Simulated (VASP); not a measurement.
Crystal: HfN.

```
CELL_PARAMETERS angstrom
0.00000 2.43835 2.43835
2.43835 0.00000 2.43835
2.43835 2.43835 0.00000
ATOMIC_POSITIONS crystal
Hf 0.00000 0.00000 0.00000
N 0.25000 0.25000 0.25000
```

Base run:

| Property | Result |
| --- | --- |
| Program | VASP 6.6.1 |
| Functional | r2SCAN |
| Potentials or basis | VASP PAW PBE potentials, release 64 (Hf_pv, N) |
| Cutoff | 520 eV |
| k mesh | 9 × 9 × 9 |
| Occupations | fermi-dirac, width 0.05 eV |
| Spin | no spin polarisation |

Its results: pressure 0.5 GPa.

Q: After a change of settings the same cell gave: pressure -6.3 GPa. Which change was it?
A. functional from r2SCAN to PBEsol
B. functional from r2SCAN to PBEsol; further incar settings from ALGO = Normal; EDIFF = 1e-07; NBANDS = 14 to ALGO = Normal; EDIFF = 1e-06; NBANDS = 14
C. functional from r2SCAN to LDA; potentials or basis from VASP PAW PBE potentials, release 64 (Hf_pv, N) to VASP PAW LDA potentials, release 64 (Hf_pv, N)

A: C.

Caveats: the PAW data sets were made with another functional, which shifts forces and pressure a little (some runs).
